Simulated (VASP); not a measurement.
# ZrS2 (km) (P-3m1) in VASP: single point with PBEsol

Aim: the single point of ZrS2 (km) with PBEsol.

All numbers are computed with VASP 6.6.1; they aren't measurements. Logs are shortened: lines on timing, memory, paths and dates and some standing lists are left out, and cuts for length are marked.

**1. The cell of the first run**

Symmetry: P-3m1, No. 164, trigonal system. Conventional cell: a = 3.628 Å, b = 3.628 Å, c = 5.886 Å, α = 90.00°, β = 90.00°, γ = 120.00°. Within 3.4 Å of Zr (site symmetry -3m) lie 6 S at 2.55 Å. S (site symmetry 3m) has 3 Zr at 2.55 Å within 3.4 Å.

**2. Single point, PBEsol**

INCAR

```
SYSTEM = ZrS2
ALGO     = Normal         ! electronic algorithm
EDIFF    = 1E-6           ! SCF threshold, eV
ENCUT    = 500            ! plane-wave cutoff, eV
GGA      = PS             ! functional
GGA_COMPAT= .False.      
ISIF     = 2              ! what is computed and relaxed
ISMEAR   = 0              ! smearing method
LASPH    = .True.         ! aspherical terms in the spheres
LCHARG   = .False.        ! write CHGCAR
LREAL    = .False.        ! projectors in reciprocal space
LWAVE    = .False.        ! write WAVECAR
NBANDS   = 19             ! bands
NELM     = 120            ! most SCF steps
PREC     = Accurate       ! precision mode
SIGMA    = 0.02           ! smearing width, eV
```

KPOINTS

```
k-points
0
Gamma
  6 6 2
  0 0 0
```

POSCAR

```
ZrS2
1.0
    3.6281899747     -0.0000000028      0.0000000000
   -1.8140949849      3.1421046892      0.0000000000
    0.0000000000      0.0000000000      5.8856930528
Zr S
1 2
Direct
    0.0000000000      0.0000000000      0.0000000000
    0.6666666667      0.3333333333      0.7531546517
    0.3333333333      0.6666666667      0.2468453483
```

Potentials or basis: VASP PAW PBE potentials, release 64 (Zr_sv, S).

Started as:

```bash
cat potpaw_PBE.64/Zr_sv/POTCAR potpaw_PBE.64/S/POTCAR > POTCAR
mpirun -np 1 vasp_std > vasp.out
```

OUTCAR:

```text
SYSTEM = ZrS2
   EDIFF = 1E-6
   ENCUT = 500
   GGA = PS
   ISIF = 2
   ISMEAR = 0
   LASPH = .True.
   LREAL = .False.
   NELM = 120
   PREC = Accurate

 ion  position               nearest neighbor table
   1  0.000  0.000  0.000-   2 2.55   3 2.55   3 2.55   2 2.55   2 2.55   3 2.55
   2  0.667  0.333  0.753-   1 2.55   1 2.55   1 2.55
   3  0.333  0.667  0.247-   1 2.55   1 2.55   1 2.55

  LATTYP: Found a hexagonal cell.
 ALAT       =     3.6281899747
 C/A-ratio  =     1.6222119277

  Lattice vectors:

 A1 = (   3.6281899747,  -0.0000000028,   0.0000000000)
 A2 = (  -1.8140949849,   3.1421046892,   0.0000000000)
 A3 = (   0.0000000000,   0.0000000000,   5.8856930528)

Analysis of symmetry for initial positions (statically):
=====================================================================
 Subroutine PRICEL returns:
 Original cell was already a primitive cell.

 Routine SETGRP: Setting up the symmetry group for a
 hexagonal supercell.

 Subroutine GETGRP returns: Found 12 space group operations
 (whereof 12 operations were pure point group operations)
 out of a pool of 24 trial point group operations.

The static configuration has the point symmetry D_3d.

Analysis of symmetry for dynamics (positions and initial velocities):
=====================================================================
 Subroutine PRICEL returns:
 Original cell was already a primitive cell.

 Routine SETGRP: Setting up the symmetry group for a
 hexagonal supercell.

 Subroutine GETGRP returns: Found 12 space group operations
 (whereof 12 operations were pure point group operations)
 out of a pool of 24 trial point group operations.

The dynamic configuration has the point symmetry D_3d.

 Subroutine INISYM returns: Found 12 space group operations
 (whereof 12 operations are pure point group operations),
 and found     1 'primitive' translations

----------------------------------------------------------------------------------------

                                     Primitive cell

  volume of cell :      67.0978

  direct lattice vectors                    reciprocal lattice vectors
     3.628189975 -0.000000003  0.000000000     0.275619526  0.159129007  0.000000000
    -1.814094985  3.142104689  0.000000000     0.000000000  0.318258015  0.000000000
     0.000000000  0.000000000  5.885693053     0.000000000  0.000000000  0.169903526

  length of vectors
     3.628189975  3.628189975  5.885693053     0.318258015  0.318258015  0.169903526

  position of ions in fractional coordinates (direct lattice)
     0.000000000  0.000000000  0.000000000
     0.666666667  0.333333333  0.753154652
     0.333333333  0.666666667  0.246845348

  ion indices of the primitive-cell ions
   primitive index   ion index
                 1           1
                 2           2
                 3           3

----------------------------------------------------------------------------------------

 KPOINTS: k-points

Automatic generation of k-mesh.
 Grid dimensions read from file:
 generate k-points for:    6    6    2

 Generating k-lattice:

  Cartesian coordinates                     Fractional coordinates (reciprocal lattice)
     0.045936588  0.026521501  0.000000000     0.166666667  0.000000000  0.000000000
     0.000000000  0.053043002  0.000000000     0.000000000  0.166666667  0.000000000
     0.000000000  0.000000000  0.084951763     0.000000000  0.000000000  0.500000000

  Length of vectors
     0.053043002  0.053043002  0.084951763

  Shift w.r.t. Gamma in fractional coordinates (k-lattice)
     0.000000000  0.000000000  0.000000000

 Subroutine IBZKPT returns following result:
 ===========================================

 Found     14 irreducible k-points:

 Following reciprocal coordinates:
            Coordinates               Weight
  0.000000  0.000000  0.000000      1.000000
  0.166667  0.000000  0.000000      6.000000
  0.333333 -0.000000  0.000000      6.000000
  0.500000  0.000000  0.000000      3.000000
  0.166667  0.166667  0.000000      6.000000
  0.333333  0.166667  0.000000     12.000000
  0.333333  0.333333  0.000000      2.000000
  0.000000  0.000000  0.500000      1.000000
  0.166667  0.000000  0.500000      6.000000
  0.333333 -0.000000  0.500000      6.000000
  0.500000  0.000000  0.500000      3.000000
  0.166667  0.166667  0.500000      6.000000
  0.333333  0.166667  0.500000     12.000000
  0.333333  0.333333  0.500000      2.000000
   k-points           NKPTS =     14   k-points in BZ     NKDIM =     14   number of bands    NBANDS=     19
   number of dos      NEDOS =    301   number of ions     NIONS =      3
   total plane-waves  NPLWV =  37632
   dimension x,y,z NGX =    28 NGY =   28 NGZ =   48
   dimension x,y,z NGXF=    56 NGYF=   56 NGZF=   96
   ions per type =               1   2
   NGX,Y,Z   is equivalent  to a cutoff of  12.83, 12.83, 13.56 a.u.
   NGXF,Y,Z  is equivalent  to a cutoff of  25.66, 25.66, 27.12 a.u.
 SYSTEM =  ZrS2
   PREC   = accura    normal or accurate (medium, high low for compatibility)
   ISTART =      0    job   : 0-new  1-cont  2-samecut
   ICHARG =      2    charge: 1-file 2-atom 10-const
   ISPIN  =      1    spin polarized calculation?
   LNONCOLLINEAR =      F non collinear calculations
   LSORBIT =      F    spin-orbit coupling
   LASPH  =      T    aspherical Exc in radial PAW
   ENCUT  =  500.0 eV  36.75 Ry    6.06 a.u.   6.62  6.62 10.73*2*pi/ulx,y,z
   NELM   =    120;   NELMIN=  2; NELMDL= -5     # of ELM steps
   EDIFF  = 0.1E-05   stopping-criterion for ELM
   LREAL  =      F    real-space projection
   EDIFFG = 0.1E-04   stopping-criterion for IOM
   NSW    =      0    number of steps for IOM
   IBRION =     -1    ionic relax: 0-MD 1-quasi-New 2-CG
   NFREE  =      0    steps in history (QN), initial steepest desc. (CG)
   ISIF   =      2    stress and relaxation
   ISYM   =      2    0-nonsym 1-usesym 2-fastsym
   POTIM  = 0.5000    time-step for ionic-motion
   TEBEG  =    0.0;   TEEND  =   0.0 temperature during run
   PSTRESS=    0.0 pullay stress
   NELECT =      24.0000    total number of electrons
   NUPDOWN=      -1.0000    fix difference up-down
   EMIN   =  10.00;   EMAX   =-10.00  energy-range for DOS
   EFERMI =   0.00;   METHOD = LEGACY
   ISMEAR =     0;   SIGMA  =   0.02  broadening in eV -4-tet -1-fermi 0-gaus
   EFERMI_NEDOS =   21; number of points for ismear=-14 and -15
   IALGO  =     38    algorithm
   IMIX   =      4    mixing-type and parameters
     AMIX     =   0.40;   BMIX     =  1.00
     AMIX_MAG =   1.60;   BMIX_MAG =  1.00
  volume/ion in A,a.u.               =      22.37       150.93
  Fermi-wavevector in a.u.,A,eV,Ry     =   1.162097  2.196045 18.374261  1.350470
  Thomas-Fermi vector in A             =   2.298662
   LORBIT       =      0    0 simple, 1 ext, 2 COOP (PROOUT), +10 PAW based schemes
   GGA     = PS    functional components
   LHFCALC =     F    Hartree Fock is set to
   AEXX    =    0.0000 exact exchange contribution
   IVDW    =     0    specifies the selected vdW correction
   LEPSILON=     F    determine dielectric tensor
   LRPA    =     F    only Hartree local field effects (RPA)
 non-spin polarized calculation
 Gauss-broadening in eV      SIGMA  =   0.02
  energy-cutoff  :      500.00
  volume of cell :       67.10
 maximum number of plane-waves:      1738
 NGX is ok and might be reduce to    28
   NGX = 13   NGY = 13   NGZ = 21

 number of electron      24.0000001 magnetization

 Free energy of the ion-electron system (eV)
  ---------------------------------------------------
  ext. energy  EPLUGINS =         0.00000000
  ---------------------------------------------------
  free energy    TOTEN  =       -22.54206867 eV

  energy without entropy =      -22.54206867  energy(sigma->0) =      -22.54206867

 E-fermi :   4.8073     XC(G=0):  -9.8434

 val. band max:        4.7216168507   @ k =   0.0000   0.0000   0.0000
 cond. band min:       5.5041018635   @ k =   0.5000   0.0000   0.5000
 fundamental gap:      0.7824850127
 Fermi energy:         4.8073325698

 k-point     1 :       0.0000    0.0000    0.0000
  band No.  band energies     occupation
      1     -44.0811      2.00000
      2     -22.2036      2.00000
      3     -22.0282      2.00000
      4     -22.0282      2.00000
      5      -8.0659      2.00000
      6      -6.5160      2.00000
[... 11 lines left out ...]
     18      10.4433      0.00000
     19      10.5358      0.00000

 k-point     2 :       0.1667    0.0000    0.0000
  band No.  band energies     occupation
      1     -44.0754      2.00000
      2     -22.1869      2.00000
      3     -22.1051      2.00000
      4     -22.0446      2.00000
      5      -7.7741      2.00000
      6      -6.5866      2.00000
[... 11 lines left out ...]
     18      11.6366      0.00000
     19      12.1533      0.00000

 k-point     3 :       0.3333   -0.0000    0.0000
  band No.  band energies     occupation
      1     -44.0641      2.00000
      2     -22.2560      2.00000
      3     -22.1521      2.00000
      4     -22.0773      2.00000
      5      -7.1706      2.00000
      6      -6.6753      2.00000
[... 11 lines left out ...]
     18      12.2491      0.00000
     19      12.8663      0.00000

 k-point     4 :       0.5000    0.0000    0.0000
  band No.  band energies     occupation
      1     -44.0584      2.00000
      2     -22.3289      2.00000
      3     -22.1351      2.00000
      4     -22.0935      2.00000
      5      -6.9984      2.00000
      6      -6.5321      2.00000
[... 187 lines left out ...]
     18      13.0840      0.00000
     19      13.2405      0.00000

 k-point    13 :       0.3333    0.1667    0.5000
  band No.  band energies     occupation
      1     -44.0584      2.00000
      2     -22.2896      2.00000
      3     -22.1392      2.00000
      4     -22.1309      2.00000
      5      -6.9530      2.00000
      6      -6.5733      2.00000
[... 11 lines left out ...]
     18      11.8041      0.00000
     19      12.7208      0.00000

 k-point    14 :       0.3333    0.3333    0.5000
  band No.  band energies     occupation
      1     -44.0556      2.00000
      2     -22.2348      2.00000
      3     -22.2348      2.00000
      4     -22.1278      2.00000
      5      -6.6890      2.00000
      6      -6.6890      2.00000
[... 11 lines left out ...]
     18      12.8420      0.00000
     19      13.3987      0.00000

------------------------ aborting loop because EDIFF is reached ----------------------------------------

  FORCE on cell =-STRESS in cart. coord.  units (eV):
  Direction    XX          YY          ZZ          XY          YZ          ZX
  --------------------------------------------------------------------------------------
  -------------------------------------------------------------------------------------
  Total        0.0947317      0.0947317      0.0144674      0.0000000     -0.0000000     -0.0000000
  in kB        2.2620254      2.2620254      0.3454554      0.0000000     -0.0000000     -0.0000000
  external PRESSURE =       1.6231688 kB  Pullay stress =       0.0000000 kB

 VOLUME and BASIS-vectors are now :
 -----------------------------------------------------------------------------
  energy-cutoff  :      500.00
  volume of cell :       67.10
      direct lattice vectors                 reciprocal lattice vectors
     3.628189975 -0.000000003  0.000000000     0.275619526  0.159129007  0.000000000
    -1.814094985  3.142104689  0.000000000     0.000000000  0.318258015  0.000000000
     0.000000000  0.000000000  5.885693053     0.000000000  0.000000000  0.169903526

 POSITION                                       TOTAL-FORCE (eV/Angst)
 -----------------------------------------------------------------------------------
      0.00000      0.00000      0.00000        -0.000000      0.000000      0.000000
      1.81409      1.04737      4.43284         0.000000     -0.000000      0.004190
      0.00000      2.09474      1.45286        -0.000000      0.000000     -0.004190
 -----------------------------------------------------------------------------------
    total drift:                               -0.000000     -0.000000      0.000000

  FREE ENERGIE OF THE ION-ELECTRON SYSTEM (eV)
  ---------------------------------------------------
  free  energy   TOTEN  =       -22.5420686727 eV

  energy  without entropy=      -22.5420686727  energy(sigma->0) =      -22.54206867
```

It took 15 s on 1 thread of AMD EPYC 7R13 (Zen 3), shared host; peak memory 0.15 GiB.

Results:

```
Free energy            : -22.5421 eV
Pressure               : 0.2 GPa
Largest force          : 0.004 eV/Å
Band gap on the k mesh : 0.78 eV, indirect (least direct gap 1.54 eV)
```

Forces on the atoms (eV/Å):
```
Zr   0.000  0.000  0.000
S    0.000  0.000  0.004
S    0.000  0.000 -0.004
```

Stress tensor (GPa, compression positive):
```
0.23 0.00 0.00
0.00 0.23 0.00
0.00 0.00 0.03
```

Caveat: the k points lie up to 0.53 Å⁻¹ apart; the PAW data sets were made with another functional, which shifts forces and pressure a little; this functional lacks dispersion, which binds the layers, so the pressure and a relaxed spacing across them are unreliable. A k mesh can miss the band edges.
